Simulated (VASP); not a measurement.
# SrO (I4/mmm) in VASP: further runs

SrO is run at these levels: PBE; tasks: single point.

All numbers are computed with VASP 6.6.1; they aren't measurements. Logs are shortened: lines on timing, memory, paths and dates and some standing lists are left out, and cuts for length are marked.

**1. The cell of the first run**

The structure is tetragonal, space group I4/mmm (No. 139). Conventional cell: a = 3.543 Å, b = 3.543 Å, c = 5.397 Å, α = 90.00°, β = 90.00°, γ = 90.00°. Within 3.3 Å of Sr (site symmetry 4/mmm) lie 6 O at 2.51 to 2.70 Å. Within 3.3 Å of O (site symmetry 4/mmm) lie 6 Sr at 2.51 to 2.70 Å.

**2. Single point, PBE (strain -0.025 along x and y, +0.050 along z)**

The input, INCAR:

```
PREC = Accurate ; ENCUT = 520
EDIFF = 1E-6 ; ISMEAR = 0
SIGMA = 0.05 ; LREAL = F
LASPH = T ; NELM = 80
ALGO = Normal ; ISIF = 2
LWAVE = F ; LCHARG = T
GGA = PE ; LELF = T
LVHAR = T ; NBANDS = 15
```

The input, KPOINTS:

```
regular mesh
0
Gamma
  8 8 8
```

The input, POSCAR:

```
SrO
1.0
    0.0000000000      2.5055550000      2.6982900000
    2.5055550000      0.0000000000      2.6982900000
    2.5055550000      2.5055550000      0.0000000000
Sr O
1 1
Direct
    0.0000000000      0.0000000000      0.0000000000
    0.5000000000      0.5000000000      0.5000000000
```

Potentials or basis: VASP PAW PBE potentials, release 64 (Sr_sv, O).

Started as:

```
> cat potpaw_PBE.64/Sr_sv/POTCAR potpaw_PBE.64/O/POTCAR > POTCAR
> mpirun -np 1 vasp_std > vasp.out
```

OUTCAR:

```text
PREC = Accurate
   ENCUT = 520
   EDIFF = 1E-6
   ISMEAR = 0
   LREAL = F
   LASPH = T
   NELM = 80
   ISIF = 2
   GGA = PE

 ion  position               nearest neighbor table
   1  0.000  0.000  0.000-   2 2.51   2 2.51   2 2.51   2 2.51   2 2.70   2 2.70
   2  0.500  0.500  0.500-   1 2.51   1 2.51   1 2.51   1 2.51   1 2.70   1 2.70

  LATTYP: Found a body centered tetragonal cell.
 ALAT       =     3.5433898623
 C/A-ratio  =     1.5229992210

  Lattice vectors:

 A1 = (  -2.5055550000,   0.0000000000,   2.6982900000)
 A2 = (   2.5055550000,   0.0000000000,   2.6982900000)
 A3 = (   0.0000000000,   2.5055550000,  -2.6982900000)

Analysis of symmetry for initial positions (statically):
=====================================================================
 Subroutine PRICEL returns:
 Original cell was already a primitive cell.

 Routine SETGRP: Setting up the symmetry group for a
 body centered tetragonal supercell.

 Subroutine GETGRP returns: Found 16 space group operations
 (whereof 16 operations were pure point group operations)
 out of a pool of 16 trial point group operations.

The static configuration has the point symmetry D_4h.

Analysis of symmetry for dynamics (positions and initial velocities):
=====================================================================
 Subroutine PRICEL returns:
 Original cell was already a primitive cell.

 Routine SETGRP: Setting up the symmetry group for a
 body centered tetragonal supercell.

 Subroutine GETGRP returns: Found 16 space group operations
 (whereof 16 operations were pure point group operations)
 out of a pool of 16 trial point group operations.

The dynamic configuration has the point symmetry D_4h.

 Subroutine INISYM returns: Found 16 space group operations
 (whereof 16 operations are pure point group operations),
 and found     1 'primitive' translations

----------------------------------------------------------------------------------------

                                     Primitive cell

  volume of cell :      33.8787

  direct lattice vectors                    reciprocal lattice vectors
     0.000000000  2.505555000  2.698290000    -0.199556585  0.199556585  0.185302543
     2.505555000  0.000000000  2.698290000     0.199556585 -0.199556585  0.185302543
     2.505555000  2.505555000  0.000000000     0.199556585  0.199556585 -0.185302543

  length of vectors
     3.682197005  3.682197005  3.543389862     0.337613231  0.337613231  0.337613231

  position of ions in fractional coordinates (direct lattice)
     0.000000000  0.000000000  0.000000000
     0.500000000  0.500000000  0.500000000

  ion indices of the primitive-cell ions
   primitive index   ion index
                 1           1
                 2           2

----------------------------------------------------------------------------------------

 KPOINTS: regular mesh

Automatic generation of k-mesh.
 Grid dimensions read from file:
 generate k-points for:    8    8    8

 Generating k-lattice:

  Cartesian coordinates                     Fractional coordinates (reciprocal lattice)
    -0.024944573  0.024944573  0.023162818     0.125000000  0.000000000  0.000000000
     0.024944573 -0.024944573  0.023162818     0.000000000  0.125000000  0.000000000
     0.024944573  0.024944573 -0.023162818     0.000000000  0.000000000  0.125000000

  Length of vectors
     0.042201654  0.042201654  0.042201654

  Shift w.r.t. Gamma in fractional coordinates (k-lattice)
     0.000000000  0.000000000  0.000000000

 Subroutine IBZKPT returns following result:
 ===========================================

 Found     59 irreducible k-points:

 Following reciprocal coordinates:
            Coordinates               Weight
  0.000000  0.000000  0.000000      1.000000
  0.125000  0.000000  0.000000      8.000000
  0.250000  0.000000  0.000000      8.000000
  0.375000 -0.000000  0.000000      8.000000
  0.500000  0.000000  0.000000      4.000000
  0.125000  0.125000  0.000000      2.000000
[... 16 lines left out ...]
  0.250000  0.000000  0.125000     16.000000
  0.375000 -0.000000  0.125000     16.000000
 [... further k-points ...]
   k-points           NKPTS =     59   k-points in BZ     NKDIM =     59   number of bands    NBANDS=     15
   number of dos      NEDOS =    301   number of ions     NIONS =      2
   total plane-waves  NPLWV =  21952
   dimension x,y,z NGX =    28 NGY =   28 NGZ =   28
   dimension x,y,z NGXF=    56 NGYF=   56 NGZF=   56
   ions per type =               1   1
   NGX,Y,Z   is equivalent  to a cutoff of  12.64, 12.64, 13.14 a.u.
   NGXF,Y,Z  is equivalent  to a cutoff of  25.28, 25.28, 26.27 a.u.
 SYSTEM =  unknown system
   PREC   = accura    normal or accurate (medium, high low for compatibility)
   ISTART =      0    job   : 0-new  1-cont  2-samecut
   ICHARG =      2    charge: 1-file 2-atom 10-const
   ISPIN  =      1    spin polarized calculation?
   LNONCOLLINEAR =      F non collinear calculations
   LSORBIT =      F    spin-orbit coupling
   LASPH  =      T    aspherical Exc in radial PAW
   ENCUT  =  520.0 eV  38.22 Ry    6.18 a.u.   6.85  6.85  6.59*2*pi/ulx,y,z
   NELM   =     80;   NELMIN=  2; NELMDL= -5     # of ELM steps
   EDIFF  = 0.1E-05   stopping-criterion for ELM
   LREAL  =      F    real-space projection
   EDIFFG = 0.1E-04   stopping-criterion for IOM
   NSW    =      0    number of steps for IOM
   IBRION =     -1    ionic relax: 0-MD 1-quasi-New 2-CG
   NFREE  =      0    steps in history (QN), initial steepest desc. (CG)
   ISIF   =      2    stress and relaxation
   ISYM   =      2    0-nonsym 1-usesym 2-fastsym
   POTIM  = 0.5000    time-step for ionic-motion
   TEBEG  =    0.0;   TEEND  =   0.0 temperature during run
   PSTRESS=    0.0 pullay stress
   NELECT =      16.0000    total number of electrons
   NUPDOWN=      -1.0000    fix difference up-down
   EMIN   =  10.00;   EMAX   =-10.00  energy-range for DOS
   EFERMI =   0.00;   METHOD = LEGACY
   ISMEAR =     0;   SIGMA  =   0.05  broadening in eV -4-tet -1-fermi 0-gaus
   EFERMI_NEDOS =   21; number of points for ismear=-14 and -15
   IALGO  =     38    algorithm
   IMIX   =      4    mixing-type and parameters
     AMIX     =   0.40;   BMIX     =  1.00
     AMIX_MAG =   1.60;   BMIX_MAG =  1.00
  volume/ion in A,a.u.               =      16.94       114.31
  Fermi-wavevector in a.u.,A,eV,Ry     =   1.274890  2.409192 22.114149  1.625344
  Thomas-Fermi vector in A             =   2.407633
   LORBIT       =      0    0 simple, 1 ext, 2 COOP (PROOUT), +10 PAW based schemes
   GGA     = PE    functional components
   LHFCALC =     F    Hartree Fock is set to
   AEXX    =    0.0000 exact exchange contribution
   IVDW    =     0    specifies the selected vdW correction
   LEPSILON=     F    determine dielectric tensor
   LRPA    =     F    only Hartree local field effects (RPA)
 non-spin polarized calculation
 Gauss-broadening in eV      SIGMA  =   0.05
  energy-cutoff  :      520.00
  volume of cell :       33.88
 maximum number of plane-waves:       938
   NGX = 13   NGY = 13   NGZ = 13

 number of electron      15.9999997 magnetization

 Free energy of the ion-electron system (eV)
  ---------------------------------------------------
  ext. energy  EPLUGINS =         0.00000000
  ---------------------------------------------------
  free energy    TOTEN  =       -11.98640626 eV

  energy without entropy =      -11.98640626  energy(sigma->0) =      -11.98640626

 E-fermi :   2.1194     XC(G=0): -10.0320

 val. band max:        1.7666366920   @ k =   0.0000   0.0000   0.0000
 cond. band min:       4.8883747883   @ k =   0.5000   0.0000   0.5000
 fundamental gap:      3.1217380963
 Fermi energy:         2.1194166246

 k-point     1 :       0.0000    0.0000    0.0000
  band No.  band energies     occupation
      1     -30.6751      2.00000
      2     -13.4262      2.00000
      3     -12.3637      2.00000
      4     -12.2917      2.00000
      5     -12.2917      2.00000
      6       1.5287      2.00000
      7       1.7666      2.00000
      8       1.7666      2.00000
      9       5.5462      0.00000
     10       7.5483      0.00000
     11       8.1256      0.00000
     12       8.1256      0.00000
     13       9.7956      0.00000
     14      10.5771      0.00000
     15      14.4577      0.00000

 k-point     2 :       0.1250    0.0000    0.0000
  band No.  band energies     occupation
      1     -30.6546      2.00000
      2     -13.8036      2.00000
      3     -12.3763      2.00000
      4     -12.2942      2.00000
      5     -11.9693      2.00000
      6       1.1968      2.00000
      7       1.4548      2.00000
      8       1.5486      2.00000
      9       6.2259      0.00000
     10       7.6878      0.00000
     11       8.1657      0.00000
     12       8.4094      0.00000
     13      10.2070      0.00000
     14      11.0077      0.00000
     15      15.4590      0.00000

 k-point     3 :       0.2500    0.0000    0.0000
  band No.  band energies     occupation
      1     -30.6044      2.00000
      2     -14.3920      2.00000
      3     -12.4298      2.00000
      4     -12.3000      2.00000
      5     -11.4898      2.00000
      6       0.3999      2.00000
      7       1.0118      2.00000
      8       1.0779      2.00000
      9       7.6205      0.00000
     10       7.8344      0.00000
     11       8.9643      0.00000
     12       9.1861      0.00000
     13      11.2319      0.00000
     14      12.0650      0.00000
     15      17.4011      0.00000
[... 343 lines left out ...]
 k-point    23 :       0.2500    0.0000    0.1250
  band No.  band energies     occupation
      1     -30.6038      2.00000
      2     -14.2951      2.00000
      3     -12.4628      2.00000
      4     -12.3965      2.00000
      5     -11.5110      2.00000
      6       0.3890      2.00000
      7       1.1744      2.00000
      8       1.4107      2.00000
      9       7.0029      0.00000
     10       7.1673      0.00000
     11       9.1942      0.00000
     12       9.5450      0.00000
     13      10.8648      0.00000
     14      12.3053      0.00000
     15      17.5573      0.00000

 k-point    24 :       0.3750   -0.0000    0.1250
  band No.  band energies     occupation
      1     -30.5534      2.00000
      2     -14.6757      2.00000
      3     -12.5170      2.00000
      4     -12.4005      2.00000
      5     -11.3150      2.00000
      6       0.0070      2.00000
      7       0.7660      2.00000
      8       0.9807      2.00000
      9       7.2935      0.00000
     10       8.5034      0.00000
     11      10.2029      0.00000
     12      10.4442      0.00000
     13      12.1139      0.00000
     14      13.1782      0.00000
     15      17.4626      0.00000

 [... further k-points ...]
[... 5 lines left out ...]
  --------------------------------------------------------------------------------------
  -------------------------------------------------------------------------------------
  Total        1.7132948      1.7132948     -0.3513206      0.0000000      0.0000000      0.0000000
  in kB       81.0244654     81.0244654    -16.6145184      0.0000000      0.0000000      0.0000000
  external PRESSURE =      48.4781374 kB  Pullay stress =       0.0000000 kB

 VOLUME and BASIS-vectors are now :
 -----------------------------------------------------------------------------
  energy-cutoff  :      520.00
  volume of cell :       33.88
      direct lattice vectors                 reciprocal lattice vectors
     0.000000000  2.505555000  2.698290000    -0.199556585  0.199556585  0.185302543
     2.505555000  0.000000000  2.698290000     0.199556585 -0.199556585  0.185302543
     2.505555000  2.505555000  0.000000000     0.199556585  0.199556585 -0.185302543

 POSITION                                       TOTAL-FORCE (eV/Angst)
 -----------------------------------------------------------------------------------
      0.00000      0.00000      0.00000         0.000000     -0.000000     -0.000000
      2.50556      2.50556      2.69829        -0.000000      0.000000      0.000000
 -----------------------------------------------------------------------------------
    total drift:                                0.000000      0.000000      0.000000

  FREE ENERGIE OF THE ION-ELECTRON SYSTEM (eV)
  ---------------------------------------------------
  free  energy   TOTEN  =       -11.9864062579 eV

  energy  without entropy=      -11.9864062579  energy(sigma->0) =      -11.98640626
```

It took 52 s on 1 thread of AMD EPYC 9R45, shared host; peak memory 0.15 GiB.

Results:

| Property | Result |
| --- | --- |
| Free energy | -11.9864 eV |
| Pressure | 4.8 GPa |
| Band gap on the k mesh | 3.12 eV, indirect (least direct gap 3.17 eV) |

Stress tensor (GPa, compression positive):
```
 8.10  0.00  0.00
 0.00  8.10  0.00
 0.00  0.00 -1.66
```

Levels at points of the mesh, in eV from the valence-band top:
```
           k point  band 6  band 7  band 8  band 9  band 10  band 11
(0.00, 0.00, 0.00)   -0.24    0.00    0.00    3.78     5.78     6.36
(0.50, 0.00, 0.00)   -2.27   -1.26   -1.25    6.46     8.35     8.77
(0.50, 0.50, 0.00)   -0.78   -0.07   -0.07    3.36     7.79    10.07
(0.50, 0.00, 0.50)   -0.36   -0.35   -0.05    3.12     7.68    10.20
```

Caveat: the cell differs from its parent crystal (strain -0.025 along x and y, +0.050 along z).

**3. Single point, PBE (strain +0.025 along x and y, -0.050 along z)**

The input, INCAR:

```
  PREC = Accurate
  ENCUT = 520
  EDIFF = 1E-6
  ISMEAR = 0
  SIGMA = 0.05
  LREAL = False
  LASPH = True
  NELM = 80
  ALGO = Normal
  ISIF = 2
  LWAVE = False
  LCHARG = False
  GGA = PE
  NBANDS = 15
```

KPOINTS is that of step 2.

The input, POSCAR:

```
SrO
1.0
    0.0000000000      2.6340450000      2.4413100000
    2.6340450000      0.0000000000      2.4413100000
    2.6340450000      2.6340450000      0.0000000000
Sr O
1 1
Direct
    0.0000000000      0.0000000000      0.0000000000
    0.5000000000      0.5000000000      0.5000000000
```

Potentials or basis: VASP PAW PBE potentials, release 64 (Sr_sv, O).

Started as:

```
> cat potpaw_PBE.64/Sr_sv/POTCAR potpaw_PBE.64/O/POTCAR > POTCAR
> mpirun -np 1 vasp_std > vasp.out
```

Run time: 43 s. Hardware: 1 thread of AMD EPYC 9R45, shared host; peak memory 0.15 GiB.

Results (log left out):

| Quantity | Value |
| --- | --- |
| Free energy | -11.9736 eV |
| Pressure | 5.0 GPa |
| Band gap on the k mesh | 2.86 eV, indirect (least direct gap 3.15 eV) |

Stress tensor (GPa, compression positive):
```
 0.76  0.00  0.00
 0.00  0.76  0.00
 0.00  0.00 13.60
```

Levels at points of the mesh, in eV from the valence-band top:
```
           k point  band 6  band 7  band 8  band 9  band 10  band 11
(0.00, 0.00, 0.00)   -0.32   -0.32    0.00    3.65     5.85     5.85
(0.50, 0.00, 0.00)   -2.41   -1.41   -1.39    6.32     8.21     8.61
(0.50, 0.50, 0.00)   -0.42   -0.42   -0.29    2.86     7.70     9.97
(0.50, 0.00, 0.50)   -0.80   -0.43   -0.05    3.17     7.49    10.02
```

Caveat: the cell differs from its parent crystal (strain +0.025 along x and y, -0.050 along z). A k mesh can miss the band edges.

**4. Single point, PBE (strain +0.025 along x and y, -0.025 along z)**

The input, INCAR:

```
ALGO     = Normal         # electronic algorithm
EDIFF    = 1E-7           # SCF threshold, eV
ENCUT    = 520            # plane-wave cutoff, eV
GGA      = PE             # functional
ISIF     = 2              # what is computed and relaxed
ISMEAR   = 0              # smearing method
LASPH    = True           # aspherical terms in the spheres
LCHARG   = False          # write CHGCAR
LREAL    = False          # projectors in reciprocal space
LWAVE    = False          # write WAVECAR
NBANDS   = 15             # bands
NELM     = 100            # most SCF steps
PREC     = Accurate       # precision mode
SIGMA    = 0.05           # smearing width, eV
```

The input, KPOINTS:

```
k-points
0
Gamma
  8 8 8
```

The input, POSCAR:

```
SrO
1.0
    0.0000000000      2.6340450000      2.5055550000
    2.6340450000      0.0000000000      2.5055550000
    2.6340450000      2.6340450000      0.0000000000
Sr O
1 1
Direct
    0.0000000000      0.0000000000      0.0000000000
    0.5000000000      0.5000000000      0.5000000000
```

Started as:

```
> cat potpaw_PBE.64/Sr_sv/POTCAR potpaw_PBE.64/O/POTCAR > POTCAR
> mpirun -np 1 vasp_std > vasp.out
```

Run time: 50 s. Hardware: 1 thread of AMD EPYC 9R45, shared host; peak memory 0.15 GiB.

Results (log left out):

* Free energy: -12.0288 eV
* Pressure: 1.7 GPa
* Band gap on the k mesh: 3.03 eV, indirect (least direct gap 3.30 eV)

Stress tensor (GPa, compression positive):
```
-0.57  0.00  0.00
 0.00 -0.57  0.00
 0.00  0.00  6.36
```

Levels at points of the mesh, in eV from the valence-band top:
```tsv
k point	band 4	band 5	band 6	band 7	band 8	band 9	band 10	band 11	band 12	band 13
(0.00, 0.00, 0.00)	-14.26	-14.23	-0.18	-0.18	0.00	3.64	5.93	5.93	6.29	7.83
(0.50, 0.00, 0.00)	-14.29	-13.02	-2.25	-1.24	-1.23	6.32	8.13	8.56	8.66	11.35
(0.50, 0.50, 0.00)	-14.65	-14.65	-0.38	-0.30	-0.30	3.03	7.55	9.89	10.18	10.78
(0.50, 0.00, 0.50)	-14.59	-14.53	-0.69	-0.29	-0.08	3.23	7.46	9.96	9.96	10.49
```

Caveat: the cell differs from its parent crystal (strain +0.025 along x and y, -0.025 along z).

**5. Single point, PBE (strain +0.050 along x and y, -0.050 along z)**

The input, INCAR:

```
SYSTEM = SrO
  PREC = Accurate
  ENCUT = 520
  EDIFF = 1E-7
  ISMEAR = 0
  SIGMA = 0.05
  LREAL = .FALSE.
  LASPH = .TRUE.
  NELM = 60
  ALGO = Normal
  ISIF = 2
  LWAVE = .FALSE.
  LCHARG = .FALSE.
  GGA = PE
  NBANDS = 15
```

The input, KPOINTS:

```
regular mesh
0
G
  8 8 8
  0 0 0
```

The input, POSCAR:

```
SrO
1.0
    0.0000000000      2.6982900000      2.4413100000
    2.6982900000      0.0000000000      2.4413100000
    2.6982900000      2.6982900000      0.0000000000
Sr O
1 1
Direct
    0.0000000000      0.0000000000      0.0000000000
    0.5000000000      0.5000000000      0.5000000000
```

Started as:

```
> cat potpaw_PBE.64/Sr_sv/POTCAR potpaw_PBE.64/O/POTCAR > POTCAR
> mpirun -np 1 vasp_std > vasp.out
```

It took 51 s on 1 thread of AMD EPYC 9R45, shared host; peak memory 0.15 GiB.

Results (log left out):

- Free energy: -11.9602 eV
- Pressure: 1.3 GPa
- Band gap on the k mesh: 2.79 eV, indirect (least direct gap 3.11 eV)

Stress tensor (GPa, compression positive):
```
-3.27  0.00  0.00
 0.00 -3.27  0.00
 0.00  0.00 10.59
```

Levels at points of the mesh, in eV from the valence-band top:
| k point | band 4 | band 5 | band 6 | band 7 | band 8 | band 9 | band 10 | band 11 | band 12 | band 13 |
| --- | --- | --- | --- | --- | --- | --- | --- | --- | --- | --- |
| (0.00, 0.00, 0.00) | -14.48 | -14.44 | -0.38 | -0.38 | 0.00 | 3.21 | 5.68 | 5.68 | 6.37 | 7.28 |
| (0.50, 0.00, 0.00) | -14.52 | -13.10 | -2.36 | -1.39 | -1.36 | 6.06 | 7.76 | 8.29 | 8.50 | 10.85 |
| (0.50, 0.50, 0.00) | -14.90 | -14.90 | -0.51 | -0.51 | -0.32 | 2.79 | 7.35 | 9.62 | 9.96 | 10.45 |
| (0.50, 0.00, 0.50) | -14.78 | -14.68 | -0.94 | -0.50 | -0.07 | 3.20 | 7.04 | 9.48 | 9.82 | 9.92 |

Caveat: the cell differs from its parent crystal (strain +0.050 along x and y, -0.050 along z).

(Continued in part 2 of 2.)
